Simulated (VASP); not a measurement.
# YCu2S2 (P-3m1) in VASP: further runs

Runs on YCu2S2. Level: PBEsol. Tasks: single point.

All numbers are computed with VASP 6.6.1; they aren't measurements. Logs are shortened: lines on timing, memory, paths and dates and some standing lists are left out, and cuts for length are marked.

**1. The cell of the first run**

Symmetry: P-3m1, No. 164, trigonal system. Conventional cell: a = 3.927 Å, b = 3.927 Å, c = 6.414 Å, α = 90.00°, β = 90.00°, γ = 120.00°. Within 3.7 Å of Y (site symmetry -3m) lie 6 S at 2.84 Å and 6 Cu at 3.15 Å. Cu (site symmetry 3m) has 4 S at 2.32 to 2.51 Å and 3 Cu at 3.04 Å and 3 Y at 3.15 Å within 3.2 Å. Within 3.1 Å of S (site symmetry 3m) lie 4 Cu at 2.32 to 2.51 Å and 3 Y at 2.84 Å.

**2. Single point, PBEsol**

Input file INCAR:

```
PREC = Accurate ; ENCUT = 600
EDIFF = 1E-6 ; ISMEAR = 0
SIGMA = 0.5 ; LREAL = F
LASPH = T ; NELM = 120
ALGO = Normal ; ISIF = 2
LWAVE = F ; LCHARG = F
GGA = PS ; NBANDS = 30
GGA_COMPAT = F
```

Input file KPOINTS:

```
Automatic mesh
0
Gamma
  8 8 4
```

Input file POSCAR:

```
YCu2S2
1.0
    3.9274040000      0.0000000000      0.0000000000
   -1.9637020000      3.4012316349      0.0000000000
    0.0000000000      0.0000000000      6.4141120000
Y Cu S
1 2 2
Direct
    0.0000000000      0.0000000000      0.0000000000
    0.6666666667      0.3333333333      0.6583610000
    0.3333333333      0.6666666667      0.3416390000
    0.6666666667      0.3333333333      0.2673940000
    0.3333333333      0.6666666667      0.7326060000
```

Potentials or basis: VASP PAW PBE potentials, release 64 (Y_sv, Cu, S).

The run is started by

```console
$ cat potpaw_PBE.64/Y_sv/POTCAR potpaw_PBE.64/Cu/POTCAR potpaw_PBE.64/S/POTCAR > POTCAR
$ mpirun -np 1 vasp_std > vasp.out
```

OUTCAR:

```text
PREC = Accurate
   ENCUT = 600
   EDIFF = 1E-6
   ISMEAR = 0
   LREAL = F
   LASPH = T
   NELM = 120
   ISIF = 2
   GGA = PS

 ion  position               nearest neighbor table
   1  0.000  0.000  0.000-   4 2.84   5 2.84   5 2.84   4 2.84   4 2.84   5 2.84   2 3.15   3 3.15
                             3 3.15   2 3.15   3 3.15   2 3.15
   2  0.667  0.333  0.658-   5 2.32   5 2.32   5 2.32   4 2.51   1 3.15   1 3.15   1 3.15
   3  0.333  0.667  0.342-   4 2.32   4 2.32   4 2.32   5 2.51   1 3.15   1 3.15   1 3.15
   4  0.667  0.333  0.267-   3 2.32   3 2.32   3 2.32   2 2.51   1 2.84   1 2.84   1 2.84
   5  0.333  0.667  0.733-   2 2.32   2 2.32   2 2.32   3 2.51   1 2.84   1 2.84   1 2.84

  LATTYP: Found a hexagonal cell.
 ALAT       =     3.9274040000
 C/A-ratio  =     1.6331683728

  Lattice vectors:

 A1 = (   3.9274040000,   0.0000000000,   0.0000000000)
 A2 = (  -1.9637020000,   3.4012316349,   0.0000000000)
 A3 = (   0.0000000000,   0.0000000000,   6.4141120000)

Analysis of symmetry for initial positions (statically):
=====================================================================
 Subroutine PRICEL returns:
 Original cell was already a primitive cell.

 Routine SETGRP: Setting up the symmetry group for a
 hexagonal supercell.

 Subroutine GETGRP returns: Found 12 space group operations
 (whereof 12 operations were pure point group operations)
 out of a pool of 24 trial point group operations.

The static configuration has the point symmetry D_3d.

Analysis of symmetry for dynamics (positions and initial velocities):
=====================================================================
 Subroutine PRICEL returns:
 Original cell was already a primitive cell.

 Routine SETGRP: Setting up the symmetry group for a
 hexagonal supercell.

 Subroutine GETGRP returns: Found 12 space group operations
 (whereof 12 operations were pure point group operations)
 out of a pool of 24 trial point group operations.

The dynamic configuration has the point symmetry D_3d.

 Subroutine INISYM returns: Found 12 space group operations
 (whereof 12 operations are pure point group operations),
 and found     1 'primitive' translations

----------------------------------------------------------------------------------------

                                     Primitive cell

  volume of cell :      85.6798

  direct lattice vectors                    reciprocal lattice vectors
     3.927404000  0.000000000  0.000000000     0.254621119  0.147005571  0.000000000
    -1.963702000  3.401231635  0.000000000     0.000000000  0.294011143  0.000000000
     0.000000000  0.000000000  6.414112000     0.000000000  0.000000000  0.155906227

  length of vectors
     3.927404000  3.927404000  6.414112000     0.294011143  0.294011143  0.155906227

  position of ions in fractional coordinates (direct lattice)
     0.000000000  0.000000000  0.000000000
     0.666666667  0.333333333  0.658361000
     0.333333333  0.666666667  0.341639000
     0.666666667  0.333333333  0.267394000
     0.333333333  0.666666667  0.732606000

  ion indices of the primitive-cell ions
   primitive index   ion index
                 1           1
                 2           2
                 3           3
                 4           4
                 5           5

----------------------------------------------------------------------------------------

 KPOINTS: Automatic mesh

Automatic generation of k-mesh.
 Grid dimensions read from file:
 generate k-points for:    8    8    4

 Generating k-lattice:

  Cartesian coordinates                     Fractional coordinates (reciprocal lattice)
     0.031827640  0.018375696  0.000000000     0.125000000  0.000000000  0.000000000
     0.000000000  0.036751393  0.000000000     0.000000000  0.125000000  0.000000000
     0.000000000  0.000000000  0.038976557     0.000000000  0.000000000  0.250000000

  Length of vectors
     0.036751393  0.036751393  0.038976557

  Shift w.r.t. Gamma in fractional coordinates (k-lattice)
     0.000000000  0.000000000  0.000000000

 Subroutine IBZKPT returns following result:
 ===========================================

 Found     35 irreducible k-points:

 Following reciprocal coordinates:
            Coordinates               Weight
  0.000000  0.000000  0.000000      1.000000
  0.125000  0.000000  0.000000      6.000000
  0.250000  0.000000  0.000000      6.000000
  0.375000  0.000000  0.000000      6.000000
  0.500000  0.000000  0.000000      3.000000
  0.125000  0.125000  0.000000      6.000000
[... 16 lines left out ...]
 -0.125000  0.500000  0.250000     12.000000
  0.250000  0.250000  0.250000     12.000000
 [... further k-points ...]
   k-points           NKPTS =     35   k-points in BZ     NKDIM =     35   number of bands    NBANDS=     30
   number of dos      NEDOS =    301   number of ions     NIONS =      5
   total plane-waves  NPLWV =  55296
   dimension x,y,z NGX =    32 NGY =   32 NGZ =   54
   dimension x,y,z NGXF=    64 NGYF=   64 NGZF=  108
   ions per type =               1   2   2
   NGX,Y,Z   is equivalent  to a cutoff of  13.55, 13.55, 14.00 a.u.
   NGXF,Y,Z  is equivalent  to a cutoff of  27.09, 27.09, 27.99 a.u.
 SYSTEM =  unknown system
   PREC   = accura    normal or accurate (medium, high low for compatibility)
   ISTART =      0    job   : 0-new  1-cont  2-samecut
   ICHARG =      2    charge: 1-file 2-atom 10-const
   ISPIN  =      1    spin polarized calculation?
   LNONCOLLINEAR =      F non collinear calculations
   LSORBIT =      F    spin-orbit coupling
   LASPH  =      T    aspherical Exc in radial PAW
   ENCUT  =  600.0 eV  44.10 Ry    6.64 a.u.   7.84  7.84 12.81*2*pi/ulx,y,z
   NELM   =    120;   NELMIN=  2; NELMDL= -5     # of ELM steps
   EDIFF  = 0.1E-05   stopping-criterion for ELM
   LREAL  =      F    real-space projection
   EDIFFG = 0.1E-04   stopping-criterion for IOM
   NSW    =      0    number of steps for IOM
   IBRION =     -1    ionic relax: 0-MD 1-quasi-New 2-CG
   NFREE  =      0    steps in history (QN), initial steepest desc. (CG)
   ISIF   =      2    stress and relaxation
   ISYM   =      2    0-nonsym 1-usesym 2-fastsym
   POTIM  = 0.5000    time-step for ionic-motion
   TEBEG  =    0.0;   TEEND  =   0.0 temperature during run
   PSTRESS=    0.0 pullay stress
   NELECT =      45.0000    total number of electrons
   NUPDOWN=      -1.0000    fix difference up-down
   EMIN   =  10.00;   EMAX   =-10.00  energy-range for DOS
   EFERMI =   0.00;   METHOD = LEGACY
   ISMEAR =     0;   SIGMA  =   0.50  broadening in eV -4-tet -1-fermi 0-gaus
   EFERMI_NEDOS =   21; number of points for ismear=-14 and -15
   IALGO  =     38    algorithm
   IMIX   =      4    mixing-type and parameters
     AMIX     =   0.40;   BMIX     =  1.00
     AMIX_MAG =   1.60;   BMIX_MAG =  1.00
  volume/ion in A,a.u.               =      17.14       115.64
  Fermi-wavevector in a.u.,A,eV,Ry     =   1.320848  2.496041 23.737266  1.744640
  Thomas-Fermi vector in A             =   2.450645
   LORBIT       =      0    0 simple, 1 ext, 2 COOP (PROOUT), +10 PAW based schemes
   GGA     = PS    functional components
   LHFCALC =     F    Hartree Fock is set to
   AEXX    =    0.0000 exact exchange contribution
   IVDW    =     0    specifies the selected vdW correction
   LEPSILON=     F    determine dielectric tensor
   LRPA    =     F    only Hartree local field effects (RPA)
 non-spin polarized calculation
 Gauss-broadening in eV      SIGMA  =   0.50
  energy-cutoff  :      600.00
  volume of cell :       85.68
 maximum number of plane-waves:      2876
 NGX is ok and might be reduce to    32
   NGX = 15   NGY = 15   NGZ = 25

 number of electron      45.0000007 magnetization

 Free energy of the ion-electron system (eV)
  ---------------------------------------------------
  ext. energy  EPLUGINS =         0.00000000
  ---------------------------------------------------
  free energy    TOTEN  =       -28.71955367 eV

  energy without entropy =      -28.48346683  energy(sigma->0) =      -28.60151025

 E-fermi :   7.2868     XC(G=0): -11.0330

 val. band max:        7.2809145382   @ k =   0.1250   0.0000   0.5000
 cond. band min:       7.3248459923   @ k =   0.1250   0.0000   0.0000
 fundamental gap:      0.0439314541
 Fermi energy:         7.2867701241

 k-point     1 :       0.0000    0.0000    0.0000
  band No.  band energies     occupation
      1     -36.2175      2.00000
      2     -16.3882      2.00000
      3     -16.1897      2.00000
      4     -16.1897      2.00000
      5      -8.4415      2.00000
      6      -7.3859      2.00000
[... 22 lines left out ...]
     29       9.1475      0.00000
     30      11.3754      0.00000

 k-point     2 :       0.1250    0.0000    0.0000
  band No.  band energies     occupation
      1     -36.2152      2.00000
      2     -16.3769      2.00000
      3     -16.2291      2.00000
      4     -16.1977      2.00000
      5      -8.3236      2.00000
      6      -7.3781      2.00000
[... 22 lines left out ...]
     29       9.3596      0.00000
     30      11.4040      0.00000

 k-point     3 :       0.2500    0.0000    0.0000
  band No.  band energies     occupation
      1     -36.2096      2.00000
      2     -16.3510      2.00000
      3     -16.3206      2.00000
      4     -16.2169      2.00000
      5      -8.0197      2.00000
      6      -7.3620      2.00000
[... 22 lines left out ...]
     29      10.5080      0.00000
     30      11.4857      0.00000

 k-point     4 :       0.3750    0.0000    0.0000
  band No.  band energies     occupation
      1     -36.2040      2.00000
      2     -16.4132      2.00000
      3     -16.3207      2.00000
      4     -16.2360      2.00000
      5      -7.6689      2.00000
      6      -7.3620      2.00000
[... 22 lines left out ...]
     29      10.6722      0.00000
     30      11.9528      0.00000

 k-point     5 :       0.5000    0.0000    0.0000
  band No.  band energies     occupation
      1     -36.2017      2.00000
      2     -16.4495      2.00000
      3     -16.3094      2.00000
      4     -16.2439      2.00000
      5      -7.4513      2.00000
      6      -7.4222      2.00000
[... 22 lines left out ...]
     29      11.0946      0.00000
     30      11.9350      0.00000
[... 526 lines left out ...]
     29      11.3919      0.00000
     30      11.7498      0.00000

 k-point    22 :       0.3750    0.1250    0.2500
  band No.  band energies     occupation
      1     -36.2017      2.00000
      2     -16.4280      2.00000
      3     -16.3103      2.00000
      4     -16.2656      2.00000
      5      -7.5964      2.00000
      6      -7.2643      2.00000
[... 22 lines left out ...]
     29      10.7818      0.00000
     30      12.2607      0.00000

 k-point    23 :      -0.1250    0.5000    0.2500
  band No.  band energies     occupation
      1     -36.2017      2.00000
      2     -16.4280      2.00000
      3     -16.3102      2.00000
      4     -16.2656      2.00000
      5      -7.5179      2.00000
      6      -7.3536      2.00000
[... 22 lines left out ...]
     29      11.3070      0.00000
     30      11.6746      0.00000

 k-point    24 :       0.2500    0.2500    0.2500
  band No.  band energies     occupation
      1     -36.2017      2.00000
      2     -16.3982      2.00000
      3     -16.3135      2.00000
      4     -16.2934      2.00000
      5      -7.5429      2.00000
      6      -7.3265      2.00000
[... 22 lines left out ...]
     29      11.5258      0.00000
     30      11.8240      0.00000

 [... further k-points ...]

------------------------ aborting loop because EDIFF is reached ----------------------------------------

  FORCE on cell =-STRESS in cart. coord.  units (eV):
  Direction    XX          YY          ZZ          XY          YZ          ZX
  --------------------------------------------------------------------------------------
  -------------------------------------------------------------------------------------
  Total       -2.1800080     -2.1800080     -1.9647386      0.0000000     -0.0000000     -0.0000000
  in kB      -40.7652727    -40.7652727    -36.7398212      0.0000000     -0.0000000     -0.0000000
  external PRESSURE =     -39.4234555 kB  Pullay stress =       0.0000000 kB

 VOLUME and BASIS-vectors are now :
 -----------------------------------------------------------------------------
  energy-cutoff  :      600.00
  volume of cell :       85.68
      direct lattice vectors                 reciprocal lattice vectors
     3.927404000  0.000000000  0.000000000     0.254621119  0.147005571  0.000000000
    -1.963702000  3.401231635  0.000000000     0.000000000  0.294011143  0.000000000
     0.000000000  0.000000000  6.414112000     0.000000000  0.000000000  0.155906227

 POSITION                                       TOTAL-FORCE (eV/Angst)
 -----------------------------------------------------------------------------------
      0.00000      0.00000      0.00000        -0.000000      0.000000      0.000000
      1.96370      1.13374      4.22280        -0.000000     -0.000000      0.032387
     -0.00000      2.26749      2.19131         0.000000      0.000000     -0.032387
      1.96370      1.13374      1.71510         0.000000      0.000000      0.048098
     -0.00000      2.26749      4.69902        -0.000000      0.000000     -0.048098
 -----------------------------------------------------------------------------------
    total drift:                               -0.000000      0.000000      0.000000

  FREE ENERGIE OF THE ION-ELECTRON SYSTEM (eV)
  ---------------------------------------------------
  free  energy   TOTEN  =       -28.7195536707 eV

  energy  without entropy=      -28.4834668273  energy(sigma->0) =      -28.60151025
```

Wall time 76 s (1 thread of AMD EPYC 9R45 (Zen 5), shared host); peak memory 0.27 GiB.

Results:

| Property | Result |
| --- | --- |
| Free energy | -28.7196 eV |
| Pressure | -3.9 GPa |
| Largest force | 0.048 eV/Å |
| Band gap on the k mesh | zero (an odd number of electrons rules out a gap without spin polarisation) |

Forces in eV/Å, atoms in the order of the input:
```
Y    0.000  0.000  0.000
Cu   0.000  0.000  0.032
Cu   0.000  0.000 -0.032
S    0.000  0.000  0.048
S    0.000  0.000 -0.048
```

Levels at points of the mesh, in eV from the Fermi level:
```tsv
k point	band 20	band 21	band 22	band 23	band 24	band 25	band 26	band 27
(0.00, 0.00, 0.00)	-1.79	-1.39	-1.39	-0.46	0.22	0.39	0.74	0.74
(0.50, 0.00, 0.00)	-3.31	-3.10	-2.63	-0.37	1.94	2.38	2.93	2.97
(0.00, 0.00, 0.50)	-2.10	-1.74	-1.74	-0.38	0.70	0.79	0.79	1.71
(0.50, 0.00, 0.50)	-3.27	-2.38	-2.11	-0.76	1.19	1.58	2.58	2.67
```

Caveat: the cell stands under tension; so wide a smearing shifts energies and pressures; the PAW data sets were made with another functional, which shifts forces and pressure a little. With open d or f shells a metallic result of PBEsol can be an artefact of self-interaction; +U or a hybrid may open a gap.

**3. Single point, PBEsol**

Input file INCAR:

```
ALGO = Normal
EDIFF = 1E-6
ENCUT = 600
GGA = PS
GGA_COMPAT = F
ISIF = 2
ISMEAR = 0
LASPH = T
LCHARG = T
LELF = T
LREAL = F
LVHAR = T
LWAVE = F
NBANDS = 30
NELM = 120
PREC = Accurate
SIGMA = 0.3
```

Input file KPOINTS:

```
k-points
0
Gamma
  8 8 4
```

POSCAR is that of step 2.

Potentials or basis: VASP PAW PBE potentials, release 64 (Y_sv, Cu, S).

The run is started by

```console
$ cat potpaw_PBE.64/Y_sv/POTCAR potpaw_PBE.64/Cu/POTCAR potpaw_PBE.64/S/POTCAR > POTCAR
$ mpirun -np 1 vasp_std > vasp.out
```

Run time: 74 s. Hardware: 1 thread of AMD EPYC 9R45 (Zen 5), shared host; peak memory 0.26 GiB.

The run converged. Its results:

```yaml
Free_energy: -28.6401 eV
Pressure: -4.1 GPa
Largest_force: 0.059 eV/Å
Band_gap_on_the_k_mesh: zero (an odd number of electrons rules out a gap without spin polarisation)
```

Forces on the atoms (eV/Å):
```
Y    0.000  0.000  0.000
Cu   0.000  0.000  0.059
Cu   0.000  0.000 -0.059
S    0.000  0.000  0.055
S    0.000  0.000 -0.055
```

Stress tensor (GPa, compression positive):
```
-4.23  0.00  0.00
 0.00 -4.23  0.00
 0.00  0.00 -3.91
```

Levels at points of the mesh, in eV from the Fermi level:
| k point | band 19 | band 20 | band 21 | band 22 | band 23 | band 24 | band 25 | band 26 | band 27 | band 28 |
| --- | --- | --- | --- | --- | --- | --- | --- | --- | --- | --- |
| (0.00, 0.00, 0.00) | -2.25 | -1.81 | -1.40 | -1.40 | -0.48 | 0.20 | 0.36 | 0.71 | 0.71 | 1.84 |
| (0.50, 0.00, 0.00) | -3.45 | -3.32 | -3.11 | -2.64 | -0.38 | 1.92 | 2.36 | 2.90 | 2.94 | 3.40 |
| (0.00, 0.00, 0.50) | -2.11 | -2.11 | -1.75 | -1.75 | -0.40 | 0.68 | 0.77 | 0.77 | 1.69 | 2.52 |
| (0.50, 0.00, 0.50) | -3.48 | -3.28 | -2.40 | -2.12 | -0.79 | 1.17 | 1.56 | 2.56 | 2.65 | 2.97 |

Caveat: the cell stands under tension; so wide a smearing shifts energies and pressures; the PAW data sets were made with another functional, which shifts forces and pressure a little.

[end of part 1 of 2]
